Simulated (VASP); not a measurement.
# W (I4/mmm) in VASP: a series of runs

The runs below take W through single point, with r2SCAN.

All numbers are computed with VASP 6.6.1; they aren't measurements. Logs are shortened: lines on timing, memory, paths and dates and some standing lists are left out, and cuts for length are marked.

## (1) The cell of the first run

Symmetry: I4/mmm, No. 139, tetragonal system. The conventional cell has a = 3.067 Å, b = 3.067 Å, c = 2.939 Å, α = 90.00°, β = 90.00°, γ = 90.00°. W (site symmetry 4/mmm) has 14 W at 2.62 to 3.07 Å within 3.5 Å.

## (2) Single point, r2SCAN (strain -0.040 along x and y, -0.080 along z)

Input file POSCAR:

```
W
1.0
   -1.5334080000      1.5334080000      1.4695160000
    1.5334080000     -1.5334080000      1.4695160000
    1.5334080000      1.5334080000     -1.4695160000
W
1
Direct
    0.0000000000      0.0000000000      0.0000000000
```

Input file INCAR.step1:

```
SYSTEM = W
ALGO = Normal
EDIFF = 1E-4
ENCUT = 520
GGA = PE
ISMEAR = 0
LASPH = .True.
LCHARG = .False.
LREAL = .False.
LWAVE = .True.
NBANDS = 13
NELM = 100
PREC = Accurate
SIGMA = 0.15
```

Input file INCAR.step2:

```
SYSTEM = W
ALGO = Normal
EDIFF = 1E-6
ENCUT = 520
ISIF = 2
ISMEAR = 0
ISTART = 1
LASPH = .True.
LCHARG = .True.
LELF = .True.
LMIXTAU = .True.
LREAL = .False.
LVHAR = .True.
LWAVE = .False.
METAGGA = R2SCAN
NBANDS = 13
NELM = 100
PREC = Accurate
SIGMA = 0.15
```

Input file KPOINTS:

```
k-points
0
Gamma
  14 14 14
  0 0 0
```

Potentials or basis: VASP PAW PBE potentials, release 64 (W_sv).

Started as:

```console
$ cat potpaw_PBE.64/W_sv/POTCAR > POTCAR
$ cp INCAR.step1 INCAR
$ mpirun -np 1 vasp_std > vasp.out
$ cp INCAR.step2 INCAR
$ mpirun -np 1 vasp_std > vasp.out
```

OUTCAR:

```text
SYSTEM = W
   EDIFF = 1E-6
   ENCUT = 520
   ISIF = 2
   ISMEAR = 0
   ISTART = 1
   LASPH = .True.
   LREAL = .False.
   METAGGA = R2SCAN
   NELM = 100
   PREC = Accurate

 ion  position               nearest neighbor table
   1  0.000  0.000  0.000-

  LATTYP: Found a body centered tetragonal cell.
 ALAT       =     3.0668160000
 C/A-ratio  =     0.9583333333

  Lattice vectors:

 A1 = (  -1.5334080000,   1.5334080000,   1.4695160000)
 A2 = (   1.5334080000,  -1.5334080000,   1.4695160000)
 A3 = (   1.5334080000,   1.5334080000,  -1.4695160000)

Analysis of symmetry for initial positions (statically):
=====================================================================
 Subroutine PRICEL returns:
 Original cell was already a primitive cell.

 Routine SETGRP: Setting up the symmetry group for a
 body centered tetragonal supercell.

 Subroutine GETGRP returns: Found 16 space group operations
 (whereof 16 operations were pure point group operations)
 out of a pool of 16 trial point group operations.

The static configuration has the point symmetry D_4h.

Analysis of symmetry for dynamics (positions and initial velocities):
=====================================================================
 Subroutine PRICEL returns:
 Original cell was already a primitive cell.

 Routine SETGRP: Setting up the symmetry group for a
 body centered tetragonal supercell.

 Subroutine GETGRP returns: Found 16 space group operations
 (whereof 16 operations were pure point group operations)
 out of a pool of 16 trial point group operations.

The dynamic configuration has the point symmetry D_4h.

 Subroutine INISYM returns: Found 16 space group operations
 (whereof 16 operations are pure point group operations),
 and found     1 'primitive' translations

----------------------------------------------------------------------------------------

                                     Primitive cell

  volume of cell :      13.8213

  direct lattice vectors                    reciprocal lattice vectors
    -1.533408000  1.533408000  1.469516000     0.000000000  0.326071078  0.340248082
     1.533408000 -1.533408000  1.469516000     0.326071078  0.000000000  0.340248082
     1.533408000  1.533408000 -1.469516000     0.326071078  0.326071078  0.000000000

  length of vectors
     2.619572000  2.619572000  2.619572000     0.471265430  0.471265430  0.461134141

  position of ions in fractional coordinates (direct lattice)
     0.000000000  0.000000000  0.000000000

  ion indices of the primitive-cell ions
   primitive index   ion index
                 1           1

----------------------------------------------------------------------------------------

 KPOINTS: k-points

Automatic generation of k-mesh.
 Grid dimensions read from file:
 generate k-points for:   14   14   14

 Generating k-lattice:

  Cartesian coordinates                     Fractional coordinates (reciprocal lattice)
     0.000000000  0.023290791  0.024303434     0.071428571 -0.000000000  0.000000000
     0.023290791  0.000000000  0.024303434    -0.000000000  0.071428571  0.000000000
     0.023290791  0.023290791  0.000000000     0.000000000  0.000000000  0.071428571

  Length of vectors
     0.033661816  0.033661816  0.032938153

  Shift w.r.t. Gamma in fractional coordinates (k-lattice)
     0.000000000  0.000000000  0.000000000

 Subroutine IBZKPT returns following result:
 ===========================================

 Found    244 irreducible k-points:

 Following reciprocal coordinates:
            Coordinates               Weight
  0.000000  0.000000  0.000000      1.000000
  0.071429  0.000000  0.000000      8.000000
  0.142857  0.000000  0.000000      8.000000
  0.214286  0.000000 -0.000000      8.000000
  0.285714  0.000000  0.000000      8.000000
  0.357143  0.000000 -0.000000      8.000000
[... 16 lines left out ...]
  0.214286  0.142857 -0.000000     16.000000
  0.285714  0.142857  0.000000     16.000000
 [... further k-points ...]
   k-points           NKPTS =    244   k-points in BZ     NKDIM =    244   number of bands    NBANDS=     13
   number of dos      NEDOS =    301   number of ions     NIONS =      1
   total plane-waves  NPLWV =   8000
   dimension x,y,z NGX =    20 NGY =   20 NGZ =   20
   dimension x,y,z NGXF=    40 NGYF=   40 NGZF=   40
   ions per type =               1
   NGX,Y,Z   is equivalent  to a cutoff of  12.69, 12.69, 12.69 a.u.
   NGXF,Y,Z  is equivalent  to a cutoff of  25.39, 25.39, 25.39 a.u.
 SYSTEM =  W
   PREC   = accura    normal or accurate (medium, high low for compatibility)
   ISTART =      1    job   : 0-new  1-cont  2-samecut
   ICHARG =      0    charge: 1-file 2-atom 10-const
   ISPIN  =      1    spin polarized calculation?
   LNONCOLLINEAR =      F non collinear calculations
   LSORBIT =      F    spin-orbit coupling
   LASPH  =      T    aspherical Exc in radial PAW
   ENCUT  =  520.0 eV  38.22 Ry    6.18 a.u.   4.87  4.87  4.87*2*pi/ulx,y,z
   NELM   =    100;   NELMIN=  2; NELMDL=  0     # of ELM steps
   EDIFF  = 0.1E-05   stopping-criterion for ELM
   LREAL  =      F    real-space projection
   EDIFFG = 0.1E-04   stopping-criterion for IOM
   NSW    =      0    number of steps for IOM
   IBRION =     -1    ionic relax: 0-MD 1-quasi-New 2-CG
   NFREE  =      0    steps in history (QN), initial steepest desc. (CG)
   ISIF   =      2    stress and relaxation
   ISYM   =      2    0-nonsym 1-usesym 2-fastsym
   POTIM  = 0.5000    time-step for ionic-motion
   TEBEG  =    0.0;   TEEND  =   0.0 temperature during run
   PSTRESS=    0.0 pullay stress
   NELECT =      14.0000    total number of electrons
   NUPDOWN=      -1.0000    fix difference up-down
   EMIN   =  10.00;   EMAX   =-10.00  energy-range for DOS
   EFERMI =   0.00;   METHOD = LEGACY
   ISMEAR =     0;   SIGMA  =   0.15  broadening in eV -4-tet -1-fermi 0-gaus
   EFERMI_NEDOS =   21; number of points for ismear=-14 and -15
   IALGO  =     38    algorithm
   IMIX   =      4    mixing-type and parameters
     AMIX     =   0.40;   BMIX     =  1.00
     AMIX_MAG =   1.60;   BMIX_MAG =  1.00
  volume/ion in A,a.u.               =      13.82        93.27
  Fermi-wavevector in a.u.,A,eV,Ry     =   1.644123  3.106942 36.778450  2.703140
  Thomas-Fermi vector in A             =   2.734142
   LORBIT       =      0    0 simple, 1 ext, 2 COOP (PROOUT), +10 PAW based schemes
   METAGGA = R2SCAN    functional components
   LHFCALC =     F    Hartree Fock is set to
   AEXX    =    0.0000 exact exchange contribution
   IVDW    =     0    specifies the selected vdW correction
   LEPSILON=     F    determine dielectric tensor
   LRPA    =     F    only Hartree local field effects (RPA)
 non-spin polarized calculation
 Gauss-broadening in eV      SIGMA  =   0.15
  energy-cutoff  :      520.00
  volume of cell :       13.82
 maximum number of plane-waves:       390
   NGX =  9   NGY =  9   NGZ =  9

 number of electron      14.0000001 magnetization

 Free energy of the ion-electron system (eV)
  ---------------------------------------------------
  ext. energy  EPLUGINS =         0.00000000
  ---------------------------------------------------
  free energy    TOTEN  =       -50.95393173 eV

  energy without entropy =      -50.94763538  energy(sigma->0) =      -50.95078356

 E-fermi :  13.4887     XC(G=0): -15.8692

 val. band max:       13.4880420877   @ k =  -0.1429  -0.2857   0.1429
 cond. band min:      13.4932089943   @ k =  -0.0714   0.5000   0.0714
 fundamental gap:      0.0051669066
 Fermi energy:        13.4886885337

 k-point     1 :       0.0000    0.0000    0.0000
  band No.  band energies     occupation
      1     -62.5947      2.00000
      2     -25.1794      2.00000
      3     -25.1794      2.00000
      4     -25.1544      2.00000
      5       2.5184      2.00000
      6      11.3688      2.00000
      7      12.1022      2.00000
      8      12.1022      2.00000
      9      15.7169      0.00000
     10      16.7277      0.00000
     11      28.6191      0.00000
     12      28.6191      0.00000
     13      29.6134      0.00000

 k-point     2 :       0.0714    0.0000    0.0000
  band No.  band energies     occupation
      1     -62.5811      2.00000
      2     -25.2849      2.00000
      3     -25.2152      2.00000
      4     -25.1689      2.00000
      5       2.8296      2.00000
      6      11.3567      2.00000
      7      12.0312      2.00000
      8      12.2068      2.00000
      9      15.6542      0.00000
     10      16.4782      0.00000
     11      29.1296      0.00000
     12      29.1494      0.00000
     13      30.1809      0.00000

 k-point     3 :       0.1429    0.0000    0.0000
  band No.  band energies     occupation
      1     -62.5432      2.00000
      2     -25.6041      2.00000
      3     -25.3145      2.00000
      4     -25.1774      2.00000
      5       3.6880      2.00000
      6      10.9562      2.00000
      7      11.7400      2.00000
      8      12.9524      2.00000
      9      15.4918      0.00000
     10      16.2044      0.00000
     11      29.9468      0.00000
     12      30.6502      0.00000
     13      31.8034      0.00000

 k-point     4 :       0.2143    0.0000   -0.0000
  band No.  band energies     occupation
      1     -62.4880      2.00000
      2     -26.0471      2.00000
      3     -25.4551      2.00000
      4     -25.1885      2.00000
      5       4.8375      2.00000
      6      10.3044      2.00000
      7      11.3038      2.00000
      8      14.3303      0.00000
      9      15.5500      0.00000
     10      16.2481      0.00000
     11      30.1500      0.00000
     12      32.9259      0.00000
     13      33.0822      0.00000

 k-point     5 :       0.2857    0.0000    0.0000
  band No.  band energies     occupation
      1     -62.4264      2.00000
      2     -26.5153      2.00000
      3     -25.6075      2.00000
      4     -25.2008      2.00000
      5       5.7614      2.00000
      6       9.6462      2.00000
      7      11.3449      2.00000
      8      15.9016      0.00000
      9      16.1641      0.00000
     10      16.5583      0.00000
     11      29.0675      0.00000
     12      32.3023      0.00000
     13      35.7771      0.00000
[... 257 lines left out ...]
 k-point    22 :       0.1429    0.1429    0.0000
  band No.  band energies     occupation
      1     -62.4575      2.00000
      2     -26.2444      2.00000
      3     -25.4700      2.00000
      4     -25.3017      2.00000
      5       5.5541      2.00000
      6      10.3108      2.00000
      7      10.5480      2.00000
      8      15.0310      0.00000
      9      15.3558      0.00000
     10      16.9227      0.00000
     11      31.3103      0.00000
     12      31.9362      0.00000
     13      33.8187      0.00000

 k-point    23 :       0.2143    0.1429   -0.0000
  band No.  band energies     occupation
      1     -62.4018      2.00000
      2     -26.6029      2.00000
      3     -25.6472      2.00000
      4     -25.3369      2.00000
      5       6.5030      2.00000
      6       9.7767      2.00000
      7      10.4510      2.00000
      8      15.0984      0.00000
      9      17.3127      0.00000
     10      17.5253      0.00000
     11      30.0687      0.00000
     12      31.5406      0.00000
     13      35.0616      0.00000

 k-point    24 :       0.2857    0.1429    0.0000
  band No.  band energies     occupation
      1     -62.3518      2.00000
      2     -26.9004      2.00000
      3     -25.8288      2.00000
      4     -25.3531      2.00000
      5       6.7992      2.00000
      6       9.2853      2.00000
      7      11.2841      2.00000
      8      15.5077      0.00000
      9      17.9433      0.00000
     10      19.5059      0.00000
     11      28.3348      0.00000
     12      29.8618      0.00000
     13      34.2523      0.00000

 [... further k-points ...]

------------------------ aborting loop because EDIFF is reached ----------------------------------------

  FORCE on cell =-STRESS in cart. coord.  units (eV):
  Direction    XX          YY          ZZ          XY          YZ          ZX
  --------------------------------------------------------------------------------------
  -------------------------------------------------------------------------------------
  Total        4.8216165      4.8216165      6.5248876      0.0000000      0.0000000      0.0000000
  in kB      558.9249347    558.9249347    756.3692345      0.0000000      0.0000000      0.0000000
  external PRESSURE =     624.7397013 kB  Pullay stress =       0.0000000 kB

 VOLUME and BASIS-vectors are now :
 -----------------------------------------------------------------------------
  energy-cutoff  :      520.00
  volume of cell :       13.82
      direct lattice vectors                 reciprocal lattice vectors
    -1.533408000  1.533408000  1.469516000     0.000000000  0.326071078  0.340248082
     1.533408000 -1.533408000  1.469516000     0.326071078  0.000000000  0.340248082
     1.533408000  1.533408000 -1.469516000     0.326071078  0.326071078  0.000000000

 POSITION                                       TOTAL-FORCE (eV/Angst)
 -----------------------------------------------------------------------------------
      0.00000      0.00000      0.00000         0.000000     -0.000000      0.000000
 -----------------------------------------------------------------------------------
    total drift:                                0.000000     -0.000000      0.000000

  FREE ENERGIE OF THE ION-ELECTRON SYSTEM (eV)
  ---------------------------------------------------
  free  energy   TOTEN  =       -50.9539317301 eV

  energy  without entropy=      -50.9476353802  energy(sigma->0) =      -50.95078356
```

Wall time 2.3 min (1 thread of Intel Xeon Platinum 8259CL at 2.50GHz (Skylake/Cascade Lake), shared host); peak memory 0.16 GiB.

Results:

```
Free energy            : -50.9539 eV
Pressure               : 62.5 GPa
Band gap on the k mesh : zero (band 7 reaches 19.74 eV, above the bottom of band 8 at 11.94 eV)
```

Stress tensor (GPa, compression positive):
```
55.89  0.00  0.00
 0.00 55.89  0.00
 0.00  0.00 75.64
```

Caveat: the cell differs from its parent crystal (strain -0.040 along x and y, -0.080 along z); the PAW data sets were made with another functional, which shifts forces and pressure a little; spin-orbit coupling is left out, which moves the levels of the heavy elements.

(Continued in part 2 of 2.)
